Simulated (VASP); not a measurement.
# CdSe (P6_3mc) in VASP: notebook

CdSe is run at these levels: LDA; tasks: single point, relaxation of cell and atoms.

Everything below comes from runs of VASP 6.6.1. Logs are shortened: lines on timing, memory, paths and dates and some standing lists are left out, and cuts for length are marked.

## Step 1: The cell of the first run

It takes space group P6_3mc (No. 186, hexagonal). Conventional cell: a = 4.346 Å, b = 4.346 Å, c = 7.090 Å, α = 90.00°, β = 90.00°, γ = 120.00°. Within 3.5 Å of Cd (site symmetry 3m) lie 4 Se at 2.66 to 2.67 Å. Within 3.5 Å of Se (site symmetry 3m) lie 4 Cd at 2.66 to 2.67 Å.

## Step 2: Single point, LDA

Contents of INCAR:

```
SYSTEM = CdSe
ALGO = Normal
EDIFF = 1E-7
ENCUT = 520
GGA = CA
ISIF = 2
ISMEAR = 0
LASPH = .TRUE.
LCHARG = .FALSE.
LREAL = .FALSE.
LWAVE = .FALSE.
NBANDS = 26
NELM = 60
PREC = Accurate
SIGMA = 0.1
```

Contents of KPOINTS:

```
k-points
0
G
  6 6 4
  0 0 0
```

Contents of POSCAR:

```
CdSe
1.0
    4.3460853800      0.0000000000      0.0000000000
   -2.1730426900      3.7638203500      0.0000000000
    0.0000000000      0.0000000000      7.0898398800
Cd Se
2 2
Direct
    0.6666666700      0.3333333300      0.4999533600
    0.3333333300      0.6666666700      0.9999533600
    0.6666666700      0.3333333300      0.8759066400
    0.3333333300      0.6666666700      0.3759066400
```

Potentials or basis: VASP PAW LDA potentials, release 64 (Cd, Se).

Command:

```sh
$ cat potpaw_LDA.64/Cd/POTCAR potpaw_LDA.64/Se/POTCAR > POTCAR
$ mpirun -np 1 vasp_std > vasp.out
```

OUTCAR:

```text
SYSTEM = CdSe
   EDIFF = 1E-7
   ENCUT = 520
   GGA = CA
   ISIF = 2
   ISMEAR = 0
   LASPH = .TRUE.
   LREAL = .FALSE.
   NELM = 60
   PREC = Accurate

 ion  position               nearest neighbor table
   1  0.667  0.333  0.500-   4 2.66   4 2.66   4 2.66   3 2.67
   2  0.333  0.667  1.000-   3 2.66   3 2.66   3 2.66   4 2.67
   3  0.667  0.333  0.876-   2 2.66   2 2.66   2 2.66   1 2.67
   4  0.333  0.667  0.376-   1 2.66   1 2.66   1 2.66   2 2.67

  LATTYP: Found a hexagonal cell.
 ALAT       =     4.3460853800
 C/A-ratio  =     1.6313162904

  Lattice vectors:

 A1 = (   4.3460853800,   0.0000000000,   0.0000000000)
 A2 = (  -2.1730426900,   3.7638203500,   0.0000000000)
 A3 = (   0.0000000000,   0.0000000000,   7.0898398800)

Analysis of symmetry for initial positions (statically):
=====================================================================
 Subroutine PRICEL returns:
 Original cell was already a primitive cell.

 Routine SETGRP: Setting up the symmetry group for a
 hexagonal supercell.

 Subroutine GETGRP returns: Found 12 space group operations
 (whereof  6 operations were pure point group operations)
 out of a pool of 24 trial point group operations.

The static configuration has the point symmetry C_3v.
 The point group associated with its full space group is C_6v.

Analysis of symmetry for dynamics (positions and initial velocities):
=====================================================================
 Subroutine PRICEL returns:
 Original cell was already a primitive cell.

 Routine SETGRP: Setting up the symmetry group for a
 hexagonal supercell.

 Subroutine GETGRP returns: Found 12 space group operations
 (whereof  6 operations were pure point group operations)
 out of a pool of 24 trial point group operations.

The dynamic configuration has the point symmetry C_3v.
 The point group associated with its full space group is C_6v.

 Subroutine INISYM returns: Found 12 space group operations
 (whereof  6 operations are pure point group operations),
 and found     1 'primitive' translations

----------------------------------------------------------------------------------------

                                     Primitive cell

  volume of cell :     115.9748

  direct lattice vectors                    reciprocal lattice vectors
     4.346085380  0.000000000  0.000000000     0.230092120  0.132843747  0.000000000
    -2.173042690  3.763820350  0.000000000     0.000000000  0.265687495  0.000000000
     0.000000000  0.000000000  7.089839880     0.000000000  0.000000000  0.141046909

  length of vectors
     4.346085380  4.346085383  7.089839880     0.265687495  0.265687495  0.141046909

  position of ions in fractional coordinates (direct lattice)
     0.666666670  0.333333330  0.499953360
     0.333333330  0.666666670  0.999953360
     0.666666670  0.333333330  0.875906640
     0.333333330  0.666666670  0.375906640

  ion indices of the primitive-cell ions
   primitive index   ion index
                 1           1
                 2           2
                 3           3
                 4           4

----------------------------------------------------------------------------------------

 KPOINTS: k-points

Automatic generation of k-mesh.
 Grid dimensions read from file:
 generate k-points for:    6    6    4

 Generating k-lattice:

  Cartesian coordinates                     Fractional coordinates (reciprocal lattice)
     0.038348687  0.022140625  0.000000000     0.166666667  0.000000000  0.000000000
     0.000000000  0.044281249  0.000000000     0.000000000  0.166666667  0.000000000
     0.000000000  0.000000000  0.035261727     0.000000000  0.000000000  0.250000000

  Length of vectors
     0.044281249  0.044281249  0.035261727

  Shift w.r.t. Gamma in fractional coordinates (k-lattice)
     0.000000000  0.000000000  0.000000000

 Subroutine IBZKPT returns following result:
 ===========================================

 Found     21 irreducible k-points:

 Following reciprocal coordinates:
            Coordinates               Weight
  0.000000  0.000000  0.000000      1.000000
  0.166667  0.000000  0.000000      6.000000
  0.333333  0.000000  0.000000      6.000000
  0.500000 -0.000000  0.000000      3.000000
  0.166667  0.166667  0.000000      6.000000
  0.333333  0.166667  0.000000     12.000000
[... 13 lines left out ...]
  0.333333  0.166667  0.500000     12.000000
  0.333333  0.333333  0.500000      2.000000
   k-points           NKPTS =     21   k-points in BZ     NKDIM =     21   number of bands    NBANDS=     26
   number of dos      NEDOS =    301   number of ions     NIONS =      4
   total plane-waves  NPLWV =  55296
   dimension x,y,z NGX =    32 NGY =   32 NGZ =   54
   dimension x,y,z NGXF=    64 NGYF=   64 NGZF=  108
   ions per type =               2   2
   NGX,Y,Z   is equivalent  to a cutoff of  12.24, 12.24, 12.66 a.u.
   NGXF,Y,Z  is equivalent  to a cutoff of  24.48, 24.48, 25.32 a.u.
 SYSTEM =  CdSe
   PREC   = accura    normal or accurate (medium, high low for compatibility)
   ISTART =      0    job   : 0-new  1-cont  2-samecut
   ICHARG =      2    charge: 1-file 2-atom 10-const
   ISPIN  =      1    spin polarized calculation?
   LNONCOLLINEAR =      F non collinear calculations
   LSORBIT =      F    spin-orbit coupling
   LASPH  =      T    aspherical Exc in radial PAW
   ENCUT  =  520.0 eV  38.22 Ry    6.18 a.u.   8.08  8.08 13.18*2*pi/ulx,y,z
   NELM   =     60;   NELMIN=  2; NELMDL= -5     # of ELM steps
   EDIFF  = 0.1E-06   stopping-criterion for ELM
   LREAL  =      F    real-space projection
   EDIFFG = 0.1E-05   stopping-criterion for IOM
   NSW    =      0    number of steps for IOM
   IBRION =     -1    ionic relax: 0-MD 1-quasi-New 2-CG
   NFREE  =      0    steps in history (QN), initial steepest desc. (CG)
   ISIF   =      2    stress and relaxation
   ISYM   =      2    0-nonsym 1-usesym 2-fastsym
   POTIM  = 0.5000    time-step for ionic-motion
   TEBEG  =    0.0;   TEEND  =   0.0 temperature during run
   PSTRESS=    0.0 pullay stress
   NELECT =      36.0000    total number of electrons
   NUPDOWN=      -1.0000    fix difference up-down
   EMIN   =  10.00;   EMAX   =-10.00  energy-range for DOS
   EFERMI =   0.00;   METHOD = LEGACY
   ISMEAR =     0;   SIGMA  =   0.10  broadening in eV -4-tet -1-fermi 0-gaus
   EFERMI_NEDOS =   21; number of points for ismear=-14 and -15
   IALGO  =     38    algorithm
   IMIX   =      4    mixing-type and parameters
     AMIX     =   0.40;   BMIX     =  1.00
     AMIX_MAG =   1.60;   BMIX_MAG =  1.00
  volume/ion in A,a.u.               =      28.99       195.66
  Fermi-wavevector in a.u.,A,eV,Ry     =   1.108463  2.094691 16.717341  1.228690
  Thomas-Fermi vector in A             =   2.244990
   LORBIT       =      0    0 simple, 1 ext, 2 COOP (PROOUT), +10 PAW based schemes
   GGA     = CA    functional components
   LHFCALC =     F    Hartree Fock is set to
   AEXX    =    0.0000 exact exchange contribution
   IVDW    =     0    specifies the selected vdW correction
   LEPSILON=     F    determine dielectric tensor
   LRPA    =     F    only Hartree local field effects (RPA)
 non-spin polarized calculation
 Gauss-broadening in eV      SIGMA  =   0.10
  energy-cutoff  :      520.00
  volume of cell :      115.97
 maximum number of plane-waves:      3144
   NGX = 17   NGY = 17   NGZ = 27

 number of electron      36.0000002 magnetization

 Free energy of the ion-electron system (eV)
  ---------------------------------------------------
  ext. energy  EPLUGINS =         0.00000000
  ---------------------------------------------------
  free energy    TOTEN  =       -13.45066142 eV

  energy without entropy =      -13.45061045  energy(sigma->0) =      -13.45063593

 E-fermi :   0.7609     XC(G=0):  -9.1511

 val. band max:        0.5751882654   @ k =   0.0000   0.0000   0.0000
 cond. band min:       0.9277532760   @ k =   0.0000   0.0000   0.0000
 fundamental gap:      0.3525650106
 Fermi energy:         0.7609064601

 k-point     1 :       0.0000    0.0000    0.0000
  band No.  band energies     occupation
      1     -11.9115      2.00000
      2     -11.5534      2.00000
      3      -7.2719      2.00000
      4      -7.2661      2.00000
      5      -7.2661      2.00000
      6      -7.2037      2.00000
[... 18 lines left out ...]
     25       7.4366      0.00000
     26       7.9414      0.00000

 k-point     2 :       0.1667    0.0000    0.0000
  band No.  band energies     occupation
      1     -11.8331      2.00000
      2     -11.5184      2.00000
      3      -7.2482      2.00000
      4      -7.2393      2.00000
      5      -7.2053      2.00000
      6      -7.1678      2.00000
[... 18 lines left out ...]
     25       7.5608      0.00000
     26       8.0381      0.00000

 k-point     3 :       0.3333    0.0000    0.0000
  band No.  band energies     occupation
      1     -11.6622      2.00000
      2     -11.4592      2.00000
      3      -7.2071      2.00000
      4      -7.1973      2.00000
      5      -7.1003      2.00000
      6      -7.0914      2.00000
[... 18 lines left out ...]
     25       8.2280      0.00000
     26       8.5140      0.00000

 k-point     4 :       0.5000   -0.0000    0.0000
  band No.  band energies     occupation
      1     -11.5596      2.00000
      2     -11.4454      2.00000
      3      -7.1931      2.00000
      4      -7.1836      2.00000
      5      -7.0565      2.00000
      6      -7.0410      2.00000
[... 18 lines left out ...]
     25       8.2609      0.00000
     26       9.9190      0.00000
[... 409 lines left out ...]
      1     -11.5852      2.00000
      2     -11.5852      2.00000
      3      -7.1753      2.00000
      4      -7.1753      2.00000
      5      -7.1557      2.00000
      6      -7.1557      2.00000
[... 18 lines left out ...]
     25       7.8932      0.00000
     26       7.8932      0.00000

 k-point    20 :       0.3333    0.1667    0.5000
  band No.  band energies     occupation
      1     -11.4969      2.00000
      2     -11.4969      2.00000
      3      -7.1513      2.00000
      4      -7.1513      2.00000
      5      -7.1230      2.00000
      6      -7.1230      2.00000
[... 18 lines left out ...]
     25       8.3286      0.00000
     26       8.3286      0.00000

 k-point    21 :       0.3333    0.3333    0.5000
  band No.  band energies     occupation
      1     -11.4681      2.00000
      2     -11.4681      2.00000
      3      -7.1310      2.00000
      4      -7.1310      2.00000
      5      -7.1220      2.00000
      6      -7.1220      2.00000
[... 18 lines left out ...]
     25       9.0995      0.00000
     26       9.0997      0.00000

------------------------ aborting loop because EDIFF is reached ----------------------------------------

  FORCE on cell =-STRESS in cart. coord.  units (eV):
  Direction    XX          YY          ZZ          XY          YZ          ZX
  --------------------------------------------------------------------------------------
  -------------------------------------------------------------------------------------
  Total       -2.1205448     -2.1205448     -2.1239031      0.0000000      0.0000000      0.0000000
  in kB      -29.2950646    -29.2950647    -29.3414599      0.0000000      0.0000000      0.0000000
  external PRESSURE =     -29.3105297 kB  Pullay stress =       0.0000000 kB

 VOLUME and BASIS-vectors are now :
 -----------------------------------------------------------------------------
  energy-cutoff  :      520.00
  volume of cell :      115.97
      direct lattice vectors                 reciprocal lattice vectors
     4.346085380  0.000000000  0.000000000     0.230092120  0.132843747  0.000000000
    -2.173042690  3.763820350  0.000000000     0.000000000  0.265687495  0.000000000
     0.000000000  0.000000000  7.089839880     0.000000000  0.000000000  0.141046909

 POSITION                                       TOTAL-FORCE (eV/Angst)
 -----------------------------------------------------------------------------------
      2.17304      1.25461      3.54459        -0.000000      0.000000      0.002579
     -0.00000      2.50921      7.08951         0.000000      0.000000      0.002579
      2.17304      1.25461      6.21004         0.000000     -0.000000     -0.002579
     -0.00000      2.50921      2.66512        -0.000000      0.000000     -0.002579
 -----------------------------------------------------------------------------------
    total drift:                               -0.000014      0.000008     -0.000475

  FREE ENERGIE OF THE ION-ELECTRON SYSTEM (eV)
  ---------------------------------------------------
  free  energy   TOTEN  =       -13.4506614172 eV

  energy  without entropy=      -13.4506104500  energy(sigma->0) =      -13.45063593
```

It took 46 s on 1 thread of Intel Xeon Platinum 8488C (Sapphire Rapids), shared host; peak memory 0.21 GiB.

What came out:

- Free energy: -13.4507 eV
- Pressure: -2.9 GPa
- Band gap on the k mesh: 0.35 eV

Forces on the atoms (eV/Å):
```
Cd   0.000  0.000  0.003
Cd   0.000  0.000  0.003
Se   0.000  0.000 -0.003
Se   0.000  0.000 -0.003
```

Caveat: semilocal functionals underestimate gaps, and a narrow one can read as zero.

## Step 3: Single point, LDA

This run uses another cell than the first one, of 27.11 Å³/atom.

Contents of INCAR:

```
SYSTEM = CdSe
ALGO     = Normal         ! electronic algorithm
EDIFF    = 1E-7           ! SCF threshold, eV
ENCUT    = 520            ! plane-wave cutoff, eV
GGA      = CA             ! functional
ISIF     = 2              ! what is computed and relaxed
ISMEAR   = 0              ! smearing method
LASPH    = .True.         ! aspherical terms in the spheres
LCHARG   = .False.        ! write CHGCAR
LREAL    = .False.        ! projectors in reciprocal space
LWAVE    = .False.        ! write WAVECAR
NBANDS   = 26             ! bands
NELM     = 100            ! most SCF steps
PREC     = Accurate       ! precision mode
SIGMA    = 0.02           ! smearing width, eV
```

Contents of KPOINTS:

```
k-points
0
Gamma
  9 9 4
  0 0 0
```

Contents of POSCAR:

```
CdSe
1.0
    4.2475477704      0.0000000000      0.0000000000
   -2.1237738852      3.6784842730      0.0000000000
    0.0000000000      0.0000000000      6.9414473489
Cd Se
2 2
Direct
    0.6666666667      0.3333333333      0.5002594996
    0.3333333333      0.6666666667      1.0002594996
    0.6666666667      0.3333333333      0.8756005004
    0.3333333333      0.6666666667      0.3756005004
```

Potentials or basis: VASP PAW LDA potentials, release 64 (Cd, Se).

Command:

```sh
$ cat potpaw_LDA.64/Cd/POTCAR potpaw_LDA.64/Se/POTCAR > POTCAR
$ mpirun -np 1 vasp_std > vasp.out
```

Wall time 72 s (1 thread of Intel Xeon Platinum 8488C (Sapphire Rapids), shared host); peak memory 0.24 GiB.

Results (log left out):

```
Free energy            : -13.5182 eV
Pressure               : 0.5 GPa
Band gap on the k mesh : 0.50 eV
```

Levels at points of the mesh, in eV from the valence-band top:
```tsv
k point	band 15	band 16	band 17	band 18	band 19	band 20	band 21	band 22
(0.00, 0.00, 0.00)	-0.83	-0.06	0.00	0.00	0.50	2.05	5.72	5.72
(0.00, 0.00, 0.50)	-0.44	-0.44	-0.44	-0.44	2.25	2.25	5.73	5.73
```

Caveat: semilocal functionals underestimate gaps, and a narrow one can read as zero.

## Step 4: Single point, LDA

This run uses another cell than the first one, of 27.11 Å³/atom.

Contents of INCAR:

```
PREC = Accurate ; ENCUT = 520
EDIFF = 1E-7 ; ISMEAR = 0
SIGMA = 0.01 ; LREAL = F
LASPH = T ; NELM = 60
ALGO = Normal ; ISIF = 2
LWAVE = F ; LCHARG = F
GGA = CA ; NBANDS = 26
```

Contents of KPOINTS:

```
Automatic mesh
0
Gamma
  10 10 4
```

POSCAR is that of step 3.

Command:

```sh
$ cat potpaw_LDA.64/Cd/POTCAR potpaw_LDA.64/Se/POTCAR > POTCAR
$ mpirun -np 1 vasp_std > vasp.out
```

Run time: 77 s. Hardware: 1 thread of Intel Xeon Platinum 8488C (Sapphire Rapids), shared host; peak memory 0.25 GiB.

Results (log left out):

```yaml
Free_energy: -13.5185 eV
Pressure: 0.5 GPa
Band_gap_on_the_k_mesh: 0.50 eV
```

Levels at points of the mesh, in eV from the valence-band top:
| k point | band 16 | band 17 | band 18 | band 19 | band 20 | band 21 |
| --- | --- | --- | --- | --- | --- | --- |
| (0.00, 0.00, 0.00) | -0.06 | 0.00 | 0.00 | 0.50 | 2.05 | 5.72 |
| (0.50, 0.00, 0.00) | -2.02 | -1.48 | -0.83 | 3.11 | 3.15 | 4.58 |
| (0.00, 0.00, 0.50) | -0.44 | -0.44 | -0.44 | 2.25 | 2.25 | 5.73 |
| (0.50, 0.00, 0.50) | -1.49 | -1.47 | -1.47 | 2.75 | 2.75 | 4.71 |

Caveat: semilocal functionals underestimate gaps, and a narrow one can read as zero.

## Step 5: Relaxation of cell and atoms, LDA

Contents of INCAR:

```
SYSTEM = CdSe
PREC = Accurate
ENCUT = 600
EDIFF = 1E-6
ISMEAR = 0
SIGMA = 0.02
LREAL = .FALSE.
LASPH = .TRUE.
NELM = 100
ALGO = Normal
ISIF = 3
LWAVE = .FALSE.
LCHARG = .FALSE.
IBRION = 2
NSW = 100
EDIFFG = -0.002
```

Contents of KPOINTS:

```
regular mesh
0
G
  9 9 4
  0 0 0
```

Contents of POSCAR:

```
CdSe
1.0
    4.3460853800      0.0000000000      0.0000000000
   -2.1730426900      3.7638203500      0.0000000000
    0.0000000000      0.0000000000      7.0898398800
Cd Se
2 2
Direct
    0.6666666700      0.3333333300      0.4999533600
    0.3333333300      0.6666666700      0.9999533600
    0.6666666700      0.3333333300      0.8759066400
    0.3333333300      0.6666666700      0.3759066400
```

Command:

```sh
$ cat potpaw_LDA.64/Cd/POTCAR potpaw_LDA.64/Se/POTCAR > POTCAR
$ mpirun -np 1 vasp_std > vasp.out
```

Run time: 13 min. Hardware: 1 thread of Intel Xeon Platinum 8488C (Sapphire Rapids), shared host; peak memory 0.29 GiB.

Results (log left out):

- Free energy: -13.5211 eV
- Relaxed volume: 27.32 Å³/atom
- Relaxed cell: a = 4.259 Å, b = 4.259 Å, c = 6.958 Å, α = 90.00°, β = 90.00°, γ = 120.00°
- Space group after relaxing (to 0.1 Å): P6_3mc (No. 186)
- Energy gained by relaxing: 16.5 meV/atom
- Ionic steps: 33
- Pressure after relaxing: 0.0 GPa
- Band gap on the k mesh: 0.48 eV

The path:
| step | energy change (eV) | largest force (eV/Å) | pressure (GPa) | volume (Å³) |
| --- | --- | --- | --- | --- |
| 1 | 0.0000 | 0.0015 | -2.98 | 115.97 |
| 2 | -0.0580 | 0.0123 | 1.20 | 107.15 |
| 3 | -0.0658 | 0.0090 | 0.01 | 109.28 |
| 4 | -0.0658 | 0.0089 | -0.06 | 109.42 |
| 5 | -0.0658 | 0.0057 | -0.07 | 109.41 |
| 6 | -0.0658 | 0.0034 | -0.06 | 109.40 |
| 7 | -0.0658 | 0.0019 | -0.03 | 109.35 |
| 8 | -0.0658 | 0.0003 | 0.00 | 109.29 |
| 9 | -0.0658 | 0.0007 | 0.00 | 109.28 |
| 10 | -0.0658 | 0.0012 | 0.00 | 109.27 |
| 11 | -0.0658 | 0.0023 | 0.01 | 109.23 |
| 12 | -0.0658 | 0.0017 | 0.02 | 109.25 |
| 13 | -0.0658 | 0.0012 | 0.01 | 109.26 |
| 14 | -0.0658 | 0.0010 | 0.01 | 109.28 |
| 15 | -0.0658 | 0.0012 | 0.00 | 109.31 |
| 16 | -0.0658 | 0.0011 | -0.06 | 109.39 |
| 17 | -0.0658 | 0.0012 | -0.02 | 109.32 |
| 18 | -0.0658 | 0.0016 | -0.03 | 109.32 |
| 19 | -0.0658 | 0.0018 | -0.02 | 109.31 |
| 20 | -0.0658 | 0.0010 | -0.01 | 109.30 |
| 21 | -0.0658 | 0.0013 | -0.01 | 109.27 |
| 22 | -0.0658 | 0.0013 | 0.04 | 109.20 |
| 23 | -0.0658 | 0.0013 | 0.01 | 109.25 |
| 24 | -0.0658 | 0.0016 | 0.03 | 109.26 |
| 25 | -0.0658 | 0.0014 | 0.01 | 109.27 |
| 26 | -0.0658 | 0.0016 | 0.01 | 109.27 |
| 27 | -0.0658 | 0.0010 | 0.01 | 109.28 |
| 28 | -0.0658 | 0.0011 | 0.01 | 109.30 |
| 29 | -0.0658 | 0.0010 | -0.04 | 109.34 |
| 30 | -0.0658 | 0.0011 | -0.03 | 109.31 |
| 31 | -0.0658 | 0.0013 | -0.01 | 109.30 |
| 32 | -0.0658 | 0.0017 | -0.01 | 109.30 |
| 33 | -0.0658 | 0.0006 | -0.01 | 109.28 |

Final structure:
```cif
data_structure
_symmetry_space_group_name_H-M 'P 1'
_symmetry_Int_Tables_number 1
_cell_length_a 4.2587
_cell_length_b 4.2587
_cell_length_c 6.9579
_cell_angle_alpha 90.000
_cell_angle_beta 90.000
_cell_angle_gamma 120.000
_cell_volume 109.28
loop_
_atom_site_label
_atom_site_type_symbol
_atom_site_fract_x
_atom_site_fract_y
_atom_site_fract_z
_atom_site_occupancy
Cd1 Cd 0.66667 0.33333 0.50022 1
Cd2 Cd 0.33333 0.66667 0.00022 1
Se1 Se 0.66667 0.33333 0.87564 1
Se2 Se 0.33333 0.66667 0.37564 1
```

Levels at points of the mesh, in eV from the valence-band top:
```
           k point  band 14  band 15  band 16  band 17  band 18  band 19  band 20  band 21  band 22
(0.00, 0.00, 0.00)    -0.82    -0.82    -0.06     0.00     0.00     0.48     2.04     5.72     5.72
(0.00, 0.00, 0.50)    -2.83    -0.43    -0.43    -0.43    -0.43     2.24     2.24     5.72     5.72
```

Caveat: semilocal functionals underestimate gaps, and a narrow one can read as zero.

[end of part 1 of 2]
